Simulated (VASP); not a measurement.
# GaN (ref) (P6_3/mmc) in VASP: further runs

The runs below take GaN (ref) through single point, with r2SCAN.

All numbers are computed with VASP 6.6.1; they aren't measurements. Logs are shortened: lines on timing, memory, paths and dates and some standing lists are left out, and cuts for length are marked.

### 1 The cell of the first run

The structure is hexagonal, space group P6_3/mmc (No. 194). The conventional cell has a = 3.189 Å, b = 3.189 Å, c = 5.185 Å, α = 90.00°, β = 90.00°, γ = 120.00°. Within 2.4 Å of Ga (site symmetry -6m2) lie 3 N at 1.84 Å. N (site symmetry -6m2) has 3 Ga at 1.84 Å within 2.4 Å.

### 2 Single point, r2SCAN

POSCAR

```
GaN
1.0
    3.1890000000      0.0000000000      0.0000000000
   -1.5945000000      2.7617550127      0.0000000000
    0.0000000000      0.0000000000      5.1850000000
Ga N
2 2
Direct
    0.3333333333      0.6666666667      0.0000000000
    0.6666666667      0.3333333333      0.5000000000
    0.3333333333      0.6666666667      0.5000000000
    0.6666666667      0.3333333333      1.0000000000
```

INCAR.step1

```
ALGO = Normal
EDIFF = 1E-4
ENCUT = 520
GGA = PE
ISMEAR = 0
LASPH = T
LCHARG = F
LREAL = F
LWAVE = T
NBANDS = 26
NELM = 100
PREC = Accurate
SIGMA = 0.1
```

INCAR.step2

```
ALGO = Normal
EDIFF = 1E-6
ENCUT = 520
ISIF = 2
ISMEAR = 0
ISTART = 1
LASPH = T
LCHARG = F
LMIXTAU = T
LREAL = F
LWAVE = F
METAGGA = R2SCAN
NBANDS = 26
NELM = 100
PREC = Accurate
SIGMA = 0.1
```

KPOINTS

```
k-points
0
Gamma
  6 6 4
```

Potentials or basis: VASP PAW PBE potentials, release 64 (Ga_d, N).

Command:

```console
$ cat potpaw_PBE.64/Ga_d/POTCAR potpaw_PBE.64/N/POTCAR > POTCAR
$ cp INCAR.step1 INCAR
$ mpirun -np 1 vasp_std > vasp.out
$ cp INCAR.step2 INCAR
$ mpirun -np 1 vasp_std > vasp.out
```

OUTCAR:

```text
EDIFF = 1E-6
   ENCUT = 520
   ISIF = 2
   ISMEAR = 0
   ISTART = 1
   LASPH = T
   LREAL = F
   METAGGA = R2SCAN
   NELM = 100
   PREC = Accurate

 ion  position               nearest neighbor table
   1  0.333  0.667  0.000-   4 1.84   4 1.84   4 1.84
   2  0.667  0.333  0.500-   3 1.84   3 1.84   3 1.84
   3  0.333  0.667  0.500-   2 1.84   2 1.84   2 1.84
   4  0.667  0.333  0.000-   1 1.84   1 1.84   1 1.84

  LATTYP: Found a hexagonal cell.
 ALAT       =     3.1890000000
 C/A-ratio  =     1.6259015365

  Lattice vectors:

 A1 = (   3.1890000000,   0.0000000000,   0.0000000000)
 A2 = (  -1.5945000000,   2.7617550127,   0.0000000000)
 A3 = (   0.0000000000,   0.0000000000,   5.1850000000)

Analysis of symmetry for initial positions (statically):
=====================================================================
 Subroutine PRICEL returns:
 Original cell was already a primitive cell.

 Routine SETGRP: Setting up the symmetry group for a
 hexagonal supercell.

 Subroutine GETGRP returns: Found 24 space group operations
 (whereof 12 operations were pure point group operations)
 out of a pool of 24 trial point group operations.

The static configuration has the point symmetry D_3h.
 The point group associated with its full space group is D_6h.

Analysis of symmetry for dynamics (positions and initial velocities):
=====================================================================
 Subroutine PRICEL returns:
 Original cell was already a primitive cell.

 Routine SETGRP: Setting up the symmetry group for a
 hexagonal supercell.

 Subroutine GETGRP returns: Found 24 space group operations
 (whereof 12 operations were pure point group operations)
 out of a pool of 24 trial point group operations.

The dynamic configuration has the point symmetry D_3h.
 The point group associated with its full space group is D_6h.

 Subroutine INISYM returns: Found 24 space group operations
 (whereof 12 operations are pure point group operations),
 and found     1 'primitive' translations

----------------------------------------------------------------------------------------

                                     Primitive cell

  volume of cell :      45.6655

  direct lattice vectors                    reciprocal lattice vectors
[... 83 lines left out ...]
   LSORBIT =      F    spin-orbit coupling
   LASPH  =      T    aspherical Exc in radial PAW
   ENCUT  =  520.0 eV  38.22 Ry    6.18 a.u.   5.93  5.93  9.64*2*pi/ulx,y,z
   NELM   =    100;   NELMIN=  2; NELMDL=  0     # of ELM steps
   EDIFF  = 0.1E-05   stopping-criterion for ELM
   LREAL  =      F    real-space projection
   EDIFFG = 0.1E-04   stopping-criterion for IOM
   NSW    =      0    number of steps for IOM
   IBRION =     -1    ionic relax: 0-MD 1-quasi-New 2-CG
   NFREE  =      0    steps in history (QN), initial steepest desc. (CG)
   ISIF   =      2    stress and relaxation
   ISYM   =      2    0-nonsym 1-usesym 2-fastsym
   POTIM  = 0.5000    time-step for ionic-motion
   TEBEG  =    0.0;   TEEND  =   0.0 temperature during run
   PSTRESS=    0.0 pullay stress
   NELECT =      36.0000    total number of electrons
   NUPDOWN=      -1.0000    fix difference up-down
   EMIN   =  10.00;   EMAX   =-10.00  energy-range for DOS
   EFERMI =   0.00;   METHOD = LEGACY
   ISMEAR =     0;   SIGMA  =   0.10  broadening in eV -4-tet -1-fermi 0-gaus
   EFERMI_NEDOS =   21; number of points for ismear=-14 and -15
   IALGO  =     38    algorithm
   IMIX   =      4    mixing-type and parameters
     AMIX     =   0.40;   BMIX     =  1.00
     AMIX_MAG =   1.60;   BMIX_MAG =  1.00
  volume/ion in A,a.u.               =      11.42        77.04
  Fermi-wavevector in a.u.,A,eV,Ry     =   1.512329  2.857887 31.118402  2.287138
  Thomas-Fermi vector in A             =   2.622267
   LORBIT       =      0    0 simple, 1 ext, 2 COOP (PROOUT), +10 PAW based schemes
   METAGGA = R2SCAN    functional components
   LHFCALC =     F    Hartree Fock is set to
   AEXX    =    0.0000 exact exchange contribution
   IVDW    =     0    specifies the selected vdW correction
   LEPSILON=     F    determine dielectric tensor
   LRPA    =     F    only Hartree local field effects (RPA)
 non-spin polarized calculation
 Gauss-broadening in eV      SIGMA  =   0.10
  energy-cutoff  :      520.00
  volume of cell :       45.67
 maximum number of plane-waves:      1260
 NGX is ok and might be reduce to    24
   NGX = 11   NGY = 11   NGZ = 19

 number of electron      35.9999984 magnetization

 Free energy of the ion-electron system (eV)
  ---------------------------------------------------
  ext. energy  EPLUGINS =         0.00000000
  ---------------------------------------------------
  free energy    TOTEN  =       -42.63879309 eV

  energy without entropy =      -42.63879309  energy(sigma->0) =      -42.63879309

 E-fermi :   5.7904     XC(G=0): -12.6081

 val. band max:        5.2830349461   @ k =   0.0000   0.0000   0.0000
 cond. band min:       7.6220265410   @ k =   0.0000   0.0000   0.0000
 fundamental gap:      2.3389915949
 Fermi energy:         5.7903777865

 k-point     1 :       0.0000    0.0000    0.0000
  band No.  band energies     occupation
      1     -12.0525      2.00000
      2     -11.2470      2.00000
      3      -8.9887      2.00000
      4      -8.9887      2.00000
      5      -8.9844      2.00000
      6      -8.9844      2.00000
[... 598 lines left out ...]
     25      19.8713      0.00000
     26      19.8793      0.00000

------------------------ aborting loop because EDIFF is reached ----------------------------------------

  FORCE on cell =-STRESS in cart. coord.  units (eV):
  Direction    XX          YY          ZZ          XY          YZ          ZX
  --------------------------------------------------------------------------------------
  -------------------------------------------------------------------------------------
  Total        4.6675146      4.6675146     -0.3284738      0.0000000     -0.0000000      0.0000000
  in kB      163.7600020    163.7600020    -11.5245214      0.0000000     -0.0000000      0.0000000
  external PRESSURE =     105.3318276 kB  Pullay stress =       0.0000000 kB

 VOLUME and BASIS-vectors are now :
 -----------------------------------------------------------------------------
  energy-cutoff  :      520.00
  volume of cell :       45.67
      direct lattice vectors                 reciprocal lattice vectors
     3.189000000  0.000000000  0.000000000     0.313577924  0.181044299  0.000000000
    -1.594500000  2.761755013  0.000000000     0.000000000  0.362088598  0.000000000
     0.000000000  0.000000000  5.185000000     0.000000000  0.000000000  0.192864031

 POSITION                                       TOTAL-FORCE (eV/Angst)
 -----------------------------------------------------------------------------------
     -0.00000      1.84117      0.00000         0.000000      0.000000      0.000000
      1.59450      0.92059      2.59250        -0.000000      0.000000      0.000000
     -0.00000      1.84117      2.59250        -0.000000      0.000000      0.000000
      1.59450      0.92059      0.00000         0.000000     -0.000000      0.000000
 -----------------------------------------------------------------------------------
    total drift:                               -0.000000      0.000000      0.000000

  FREE ENERGIE OF THE ION-ELECTRON SYSTEM (eV)
  ---------------------------------------------------
  free  energy   TOTEN  =       -42.6387930939 eV

  energy  without entropy=      -42.6387930939  energy(sigma->0) =      -42.63879309
```

OUTCAR.step1:

```text
EDIFF = 1E-4
   ENCUT = 520
   GGA = PE
   ISMEAR = 0
[... 835 lines left out ...]
     -0.00000      1.84117      0.00000        -0.000000      0.000000      0.000000
      1.59450      0.92059      2.59250         0.000000      0.000000      0.000000
     -0.00000      1.84117      2.59250        -0.000000      0.000000      0.000000
      1.59450      0.92059      0.00000         0.000000     -0.000000      0.000000
 -----------------------------------------------------------------------------------
    total drift:                               -0.000000      0.000000      0.000000

  FREE ENERGIE OF THE ION-ELECTRON SYSTEM (eV)
  ---------------------------------------------------
  free  energy   TOTEN  =       -23.1756074089 eV

  energy  without entropy=      -23.1756074089  energy(sigma->0) =      -23.17560741
```

Run time: 50 s. Hardware: 1 thread of Intel Xeon 6975P-C (Granite Rapids), shared host; peak memory 0.17 GiB.

Results:

```
Free energy            : -42.6388 eV
Pressure               : 10.5 GPa
Band gap on the k mesh : 2.34 eV, direct
```

Levels at points of the mesh, in eV from the valence-band top:
```
           k point  band 14  band 15  band 16  band 17  band 18  band 19  band 20  band 21  band 22  band 23
(0.00, 0.00, 0.00)    -1.31    -1.31    -0.59    -0.59     0.00     2.34     3.94     9.86    10.28    10.28
(0.50, 0.00, 0.00)    -6.39    -3.46    -3.24    -2.28    -1.20     5.02     5.91     6.41     9.25     9.34
(0.00, 0.00, 0.50)    -3.44    -0.95    -0.95    -0.95    -0.95     4.38     4.38     8.77     8.77    10.68
(0.50, 0.00, 0.50)    -7.23    -2.89    -2.89    -1.08    -1.08     4.91     4.91     6.93     6.93    10.36
```

Caveat: the PAW data sets were made with another functional, which shifts forces and pressure a little.

### 3 Single point, r2SCAN

This run uses another cell than the first one, of 11.18 Å³/atom, 0.979 times its volume.

POSCAR

```
GaN
1.0
    3.3041042026      0.0000000000      0.0000000000
   -1.6520521013      2.8614381762      0.0000000000
    0.0000000000      0.0000000000      4.7308180846
Ga N
2 2
Direct
    0.3333333333      0.6666666667      0.0000000000
    0.6666666667      0.3333333333      0.5000000000
    0.3333333333      0.6666666667      0.5000000000
    0.6666666667      0.3333333333      1.0000000000
```

INCAR.step1

```
  PREC = Accurate
  ENCUT = 520
  ISMEAR = 0
  SIGMA = 0.1
  LREAL = F
  LASPH = T
  NELM = 60
  NBANDS = 26
  GGA = PE
  ALGO = Normal
  EDIFF = 1E-4
  LWAVE = T
  LCHARG = F
```

INCAR.step2

```
  PREC = Accurate
  ENCUT = 520
  EDIFF = 1E-6
  ISMEAR = 0
  SIGMA = 0.1
  LREAL = F
  LASPH = T
  NELM = 60
  ALGO = Normal
  ISIF = 2
  LWAVE = F
  LCHARG = F
  METAGGA = R2SCAN
  LMIXTAU = T
  NBANDS = 26
  ISTART = 1
```

KPOINTS

```
regular mesh
0
Gamma
  9 9 4
```

Potentials or basis: VASP PAW PBE potentials, release 64 (Ga_d, N).

Command:

```console
$ cat potpaw_PBE.64/Ga_d/POTCAR potpaw_PBE.64/N/POTCAR > POTCAR
$ cp INCAR.step1 INCAR
$ mpirun -np 1 vasp_std > vasp.out
$ cp INCAR.step2 INCAR
$ mpirun -np 1 vasp_std > vasp.out
```

Wall time 86 s (1 thread of Intel Xeon 6975P-C (Granite Rapids), shared host); peak memory 0.19 GiB.

The run converged. Its results:

| Item | Value |
| --- | --- |
| Free energy | -42.8239 eV |
| Pressure | 1.0 GPa |
| Band gap on the k mesh | 1.89 eV, direct |

Stress tensor (GPa, compression positive):
```
1.31 0.00 0.00
0.00 1.31 0.00
0.00 0.00 0.36
```

Levels at points of the mesh, in eV from the valence-band top:
```tsv
k point	band 15	band 16	band 17	band 18	band 19	band 20	band 21	band 22
(0.00, 0.00, 0.00)	-2.15	-0.91	-0.91	0.00	1.89	2.52	8.91	8.91
(0.00, 0.00, 0.50)	-1.52	-1.52	-1.52	-1.52	4.08	4.08	8.64	8.64
```

Caveat: the PAW data sets were made with another functional, which shifts forces and pressure a little. r2SCAN opens gaps a little over a GGA but as a rule still falls short of measured ones.
